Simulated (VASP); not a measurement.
# AlAs (F-43m) in VASP: notebook, part 2 of 2

VASP 6.6.1.

### Step 4. Relaxation of cell and atoms, PBE+D3(BJ)

File INCAR:

```
PREC = Accurate
ENCUT = 500
EDIFF = 1E-7
ISMEAR = 0
SIGMA = 0.02
LREAL = False
LASPH = True
NELM = 120
ALGO = Normal
ISIF = 3
LWAVE = False
LCHARG = False
GGA = PE
IVDW = 12
IBRION = 2
NSW = 100
EDIFFG = -0.01
GGA_COMPAT = False
NELMIN = 4
```

File KPOINTS:

```
regular mesh
0
Gamma
  8 8 8
```

File POSCAR:

```
AlAs
1.0
    0.0000000000      2.8379008800      2.8379008800
    2.8379008800      0.0000000000      2.8379008800
    2.8379008800      2.8379008800      0.0000000000
Al As
1 1
Direct
    0.0000000000      0.0000000000      0.0000000000
    0.7500000000      0.7500000000      0.7500000000
```

Potentials or basis: VASP PAW PBE potentials, release 64 (Al, As).

Command:

```console
$ cat potpaw_PBE.64/Al/POTCAR potpaw_PBE.64/As/POTCAR > POTCAR
$ mpirun -np 1 vasp_std > vasp.out
```

OUTCAR:

```text
PREC = Accurate
   ENCUT = 500
   EDIFF = 1E-7
   ISMEAR = 0
   LREAL = False
   LASPH = True
   NELM = 120
   ISIF = 3
   GGA = PE
   IVDW = 12
   IBRION = 2
   NSW = 100
   EDIFFG = -0.01
   NELMIN = 4
 IVDW          = 12

 ion  position               nearest neighbor table
   1  0.000  0.000  0.000-   2 2.46   2 2.46   2 2.46   2 2.46
   2  0.750  0.750  0.750-   1 2.46   1 2.46   1 2.46   1 2.46

  LATTYP: Found a face centered cubic cell.
 ALAT       =     5.6758017600

  Lattice vectors:

 A1 = (   0.0000000000,   2.8379008800,   2.8379008800)
 A2 = (   2.8379008800,   0.0000000000,   2.8379008800)
 A3 = (   2.8379008800,   2.8379008800,   0.0000000000)

Analysis of symmetry for initial positions (statically):
=====================================================================
 Subroutine PRICEL returns:
 Original cell was already a primitive cell.

 Routine SETGRP: Setting up the symmetry group for a
 face centered cubic supercell.

 Subroutine GETGRP returns: Found 24 space group operations
 (whereof 24 operations were pure point group operations)
 out of a pool of 48 trial point group operations.

The static configuration has the point symmetry T_d .

Analysis of symmetry for dynamics (positions and initial velocities):
=====================================================================
 Subroutine PRICEL returns:
 Original cell was already a primitive cell.

 Routine SETGRP: Setting up the symmetry group for a
 face centered cubic supercell.

 Subroutine GETGRP returns: Found 24 space group operations
 (whereof 24 operations were pure point group operations)
 out of a pool of 48 trial point group operations.

The dynamic configuration has the point symmetry T_d .

 Subroutine INISYM returns: Found 24 space group operations
 (whereof 24 operations are pure point group operations),
 and found     1 'primitive' translations

----------------------------------------------------------------------------------------

                                     Primitive cell

  volume of cell :      45.7111

  direct lattice vectors                    reciprocal lattice vectors
     0.000000000  2.837900880  2.837900880    -0.176186562  0.176186562  0.176186562
     2.837900880  0.000000000  2.837900880     0.176186562 -0.176186562  0.176186562
     2.837900880  2.837900880  0.000000000     0.176186562  0.176186562 -0.176186562

  length of vectors
     4.013397913  4.013397913  4.013397913     0.305164077  0.305164077  0.305164077

  position of ions in fractional coordinates (direct lattice)
     0.000000000  0.000000000  0.000000000
     0.750000000  0.750000000  0.750000000

  ion indices of the primitive-cell ions
   primitive index   ion index
                 1           1
                 2           2

----------------------------------------------------------------------------------------

 KPOINTS: regular mesh

Automatic generation of k-mesh.
 Grid dimensions read from file:
 generate k-points for:    8    8    8

 Generating k-lattice:

  Cartesian coordinates                     Fractional coordinates (reciprocal lattice)
    -0.022023320  0.022023320  0.022023320     0.125000000  0.000000000  0.000000000
     0.022023320 -0.022023320  0.022023320     0.000000000  0.125000000  0.000000000
     0.022023320  0.022023320 -0.022023320     0.000000000  0.000000000  0.125000000

  Length of vectors
     0.038145510  0.038145510  0.038145510

  Shift w.r.t. Gamma in fractional coordinates (k-lattice)
     0.000000000  0.000000000  0.000000000

 Subroutine IBZKPT returns following result:
 ===========================================

 Found     29 irreducible k-points:

 Following reciprocal coordinates:
            Coordinates               Weight
  0.000000  0.000000  0.000000      1.000000
  0.125000  0.000000  0.000000      8.000000
  0.250000  0.000000  0.000000      8.000000
  0.375000  0.000000  0.000000      8.000000
  0.500000  0.000000  0.000000      4.000000
  0.125000  0.125000  0.000000      6.000000
[... 16 lines left out ...]
  0.500000  0.250000  0.125000     48.000000
 -0.375000  0.250000  0.125000     24.000000
 [... further k-points ...]
   k-points           NKPTS =     29   k-points in BZ     NKDIM =     29   number of bands    NBANDS=      8
   number of dos      NEDOS =    301   number of ions     NIONS =      2
   total plane-waves  NPLWV =  27000
   dimension x,y,z NGX =    30 NGY =   30 NGZ =   30
   dimension x,y,z NGXF=    60 NGYF=   60 NGZF=   60
   ions per type =               1   1
   NGX,Y,Z   is equivalent  to a cutoff of  12.43, 12.43, 12.43 a.u.
   NGXF,Y,Z  is equivalent  to a cutoff of  24.85, 24.85, 24.85 a.u.
 SYSTEM =  unknown system
   PREC   = accura    normal or accurate (medium, high low for compatibility)
   ISTART =      0    job   : 0-new  1-cont  2-samecut
   ICHARG =      2    charge: 1-file 2-atom 10-const
   ISPIN  =      1    spin polarized calculation?
   LNONCOLLINEAR =      F non collinear calculations
   LSORBIT =      F    spin-orbit coupling
   LASPH  =      T    aspherical Exc in radial PAW
   ENCUT  =  500.0 eV  36.75 Ry    6.06 a.u.   7.32  7.32  7.32*2*pi/ulx,y,z
   NELM   =    120;   NELMIN=  4; NELMDL= -5     # of ELM steps
   EDIFF  = 0.1E-06   stopping-criterion for ELM
   LREAL  =      F    real-space projection
   EDIFFG = -.1E-01   stopping-criterion for IOM
   NSW    =    100    number of steps for IOM
   IBRION =      2    ionic relax: 0-MD 1-quasi-New 2-CG
   NFREE  =      1    steps in history (QN), initial steepest desc. (CG)
   ISIF   =      3    stress and relaxation
   ISYM   =      2    0-nonsym 1-usesym 2-fastsym
   POTIM  = 0.5000    time-step for ionic-motion
   TEBEG  =    0.0;   TEEND  =   0.0 temperature during run
   PSTRESS=    0.0 pullay stress
   NELECT =       8.0000    total number of electrons
   NUPDOWN=      -1.0000    fix difference up-down
   EMIN   =  10.00;   EMAX   =-10.00  energy-range for DOS
   EFERMI =   0.00;   METHOD = LEGACY
   ISMEAR =     0;   SIGMA  =   0.02  broadening in eV -4-tet -1-fermi 0-gaus
   EFERMI_NEDOS =   21; number of points for ismear=-14 and -15
   IALGO  =     38    algorithm
   IMIX   =      4    mixing-type and parameters
     AMIX     =   0.40;   BMIX     =  1.00
     AMIX_MAG =   1.60;   BMIX_MAG =  1.00
  volume/ion in A,a.u.               =      22.86       154.24
  Fermi-wavevector in a.u.,A,eV,Ry     =   0.915723  1.730466 11.409154  0.838549
  Thomas-Fermi vector in A             =   2.040497
   LORBIT       =      0    0 simple, 1 ext, 2 COOP (PROOUT), +10 PAW based schemes
   GGA     = PE    functional components
   LHFCALC =     F    Hartree Fock is set to
   AEXX    =    0.0000 exact exchange contribution
   IVDW    =    12    specifies the selected vdW correction
   LEPSILON=     F    determine dielectric tensor
   LRPA    =     F    only Hartree local field effects (RPA)
 conjugate gradient relaxation of ions
 non-spin polarized calculation
 Gauss-broadening in eV      SIGMA  =   0.02
  energy-cutoff  :      500.00
  volume of cell :       45.71
 maximum number of plane-waves:      1211
 NGX is ok and might be reduce to    30
   NGX = 15   NGY = 15   NGZ = 15

--------------------------------------- Ionic step        1  -------------------------------------------

 number of electron       8.0000000 magnetization

 Free energy of the ion-electron system (eV)
  ---------------------------------------------------
  ext. energy  EPLUGINS =         0.00000000
  ---------------------------------------------------
  free energy    TOTEN  =        -9.37893068 eV

  energy without entropy =       -9.37893068  energy(sigma->0) =       -9.37893068

------------------------ aborting loop because EDIFF is reached ----------------------------------------

 Edisp (eV)   -0.62890

 E8    (eV) :    -0.2748
[... 71 lines left out ...]
--------------------------------------- Ionic step        3  -------------------------------------------

 number of electron       8.0000000 magnetization

 Free energy of the ion-electron system (eV)
  ---------------------------------------------------
  ext. energy  EPLUGINS =         0.00000000
  ---------------------------------------------------
  free energy    TOTEN  =        -9.37666458 eV

  energy without entropy =       -9.37666458  energy(sigma->0) =       -9.37666458

 E-fermi :   3.9854     XC(G=0):  -9.0242

 val. band max:        3.8516843479   @ k =   0.0000   0.0000   0.0000
 cond. band min:       5.2941538853   @ k =   0.5000   0.5000   0.0000
 fundamental gap:      1.4424695374
 Fermi energy:         3.9853994133

 k-point     1 :       0.0000    0.0000    0.0000
  band No.  band energies     occupation
      1      -7.9882      2.00000
      2       3.8517      2.00000
      3       3.8517      2.00000
      4       3.8517      2.00000
      5       5.8774      0.00000
      6       8.1312      0.00000
      7       8.1312      0.00000
      8       8.1312      0.00000
[... 243 lines left out ...]
 k-point    24 :      -0.3750    0.2500    0.1250
  band No.  band energies     occupation
      1      -6.3166      2.00000
      2      -1.3938      2.00000
      3       1.1724      2.00000
      4       2.3169      2.00000
      5       7.5111      0.00000
      6       8.0922      0.00000
      7      10.5147      0.00000
      8      11.4783      0.00000

 [... further k-points ...]

------------------------ aborting loop because EDIFF is reached ----------------------------------------

 Edisp (eV)   -0.63129

 E8    (eV) :    -0.2758
[... 25 lines left out ...]
  FREE ENERGIE OF THE ION-ELECTRON SYSTEM (eV)
  ---------------------------------------------------
  free  energy   TOTEN  =       -10.0079518201 eV

  energy  without entropy=      -10.0079518201  energy(sigma->0) =      -10.00795182

 reached required accuracy - stopping structural energy minimisation
```

OSZICAR:

```text
N       E                     dE             d eps       ncg     rms          rms(c)
DAV:   1     0.116563085228E+02    0.11656E+02   -0.30326E+03   472   0.722E+02
DAV:   2    -0.912837709427E+01   -0.20785E+02   -0.20499E+02   640   0.863E+01
DAV:   3    -0.959758522446E+01   -0.46921E+00   -0.46921E+00   544   0.174E+01
[... 21 lines left out ...]
DAV:   2    -0.937667284025E+01    0.27106E-04   -0.54313E-05   560   0.412E-02    0.132E-02
DAV:   3    -0.937666546113E+01    0.73791E-05   -0.24309E-05   512   0.245E-02    0.499E-03
DAV:   4    -0.937666480135E+01    0.65978E-06   -0.90769E-07   504   0.600E-03    0.268E-03
DAV:   5    -0.937666459412E+01    0.20723E-06   -0.10504E-07   272   0.205E-03    0.127E-03
DAV:   6    -0.937666458278E+01    0.11343E-07   -0.98051E-09   232   0.817E-04
   3 F= -.10007952E+02 E0= -.10007952E+02  d E =-.123800E-03
```

CONTCAR:

```text
AlAs
   1.00000000000000
    -0.0000000000000000    2.8346045225796099    2.8346045225796099
     2.8346045225796099    0.0000000000000000    2.8346045225796099
     2.8346045225796099    2.8346045225796099    0.0000000000000000
  Al              As
     1     1
Direct
     0.0000000000000000    0.0000000000000000    0.0000000000000000
     0.7500000000000000    0.7500000000000000    0.7500000000000000

  0.00000000E+00  0.00000000E+00  0.00000000E+00
  0.00000000E+00  0.00000000E+00  0.00000000E+00
```

Run time: 13 s. Hardware: 1 thread of Intel Xeon 6975P-C (Granite Rapids), shared host; peak memory 0.17 GiB.

Results:

* Free energy: -10.0080 eV
* Relaxed volume: 22.78 Å³/atom
* Relaxed cell: a = 4.009 Å, b = 4.009 Å, c = 4.009 Å, α = 60.00°, β = 60.00°, γ = 60.00°
* Space group after relaxing (to 0.05 Å): F-43m (No. 216)
* Energy gained by relaxing: 0.1 meV/atom
* Ionic steps: 3
* Pressure after relaxing: 0.0 GPa
* Band gap on the k mesh: 1.44 eV, indirect (least direct gap 2.03 eV)
* Dispersion energy per atom: -0.316 eV

The path:
```tsv
step	energy change (eV)	largest force (eV/Å)	pressure (GPa)	volume (Å³)
1	0.0000	0.0000	-0.25	45.71
2	-0.0001	0.0000	0.13	45.48
3	-0.0001	0.0000	0.01	45.55
```

Final structure:
```xyz
2
Lattice="0.0000 2.8346 2.8346 2.8346 0.0000 2.8346 2.8346 2.8346 0.0000" Properties=species:S:1:pos:R:3 pbc="T T T"
Al    0.0000    0.0000    0.0000
As    4.2519    4.2519    4.2519
```

Levels at points of the mesh, in eV from the valence-band top:
| k point | band 1 | band 2 | band 3 | band 4 | band 5 | band 6 | band 7 | band 8 |
| --- | --- | --- | --- | --- | --- | --- | --- | --- |
| (0.00, 0.00, 0.00) | -11.84 | 0.00 | 0.00 | 0.00 | 2.03 | 4.28 | 4.28 | 4.28 |
| (0.50, 0.00, 0.00) | -10.43 | -5.55 | -0.82 | -0.82 | 2.13 | 4.68 | 4.68 | 7.74 |
| (0.50, 0.50, 0.00) | -9.88 | -5.42 | -2.16 | -2.16 | 1.44 | 2.29 | 10.30 | 10.30 |

### Step 5. Summary

| task | cell | k mesh | smearing | gap on the mesh (eV) | pressure (GPa) |
| --- | --- | --- | --- | --- | --- |
| single point | a = 4.013 Å, angles 60.0°, 2 atoms | 6 × 6 × 6 | gaussian 0.1 eV | 1.45 | -0.2 |
| single point | a = 4.006 Å, angles 60.0°, 2 atoms | 8 × 8 × 8 | gaussian 0.02 eV | 1.44 | 0.2 |
| relaxation of cell and atoms | relaxed from a = 4.013 Å, angles 60.0°, 2 atoms | 8 × 8 × 8 | gaussian 0.02 eV | 1.44 | 0.0 |

Alike in all rows: level PBE+D3(BJ); potentials or basis VASP PAW PBE potentials, release 64 (Al, As); no spin polarisation; cutoff (eV) 500.

Absolute energies hang on the potentials; compare differences alone.
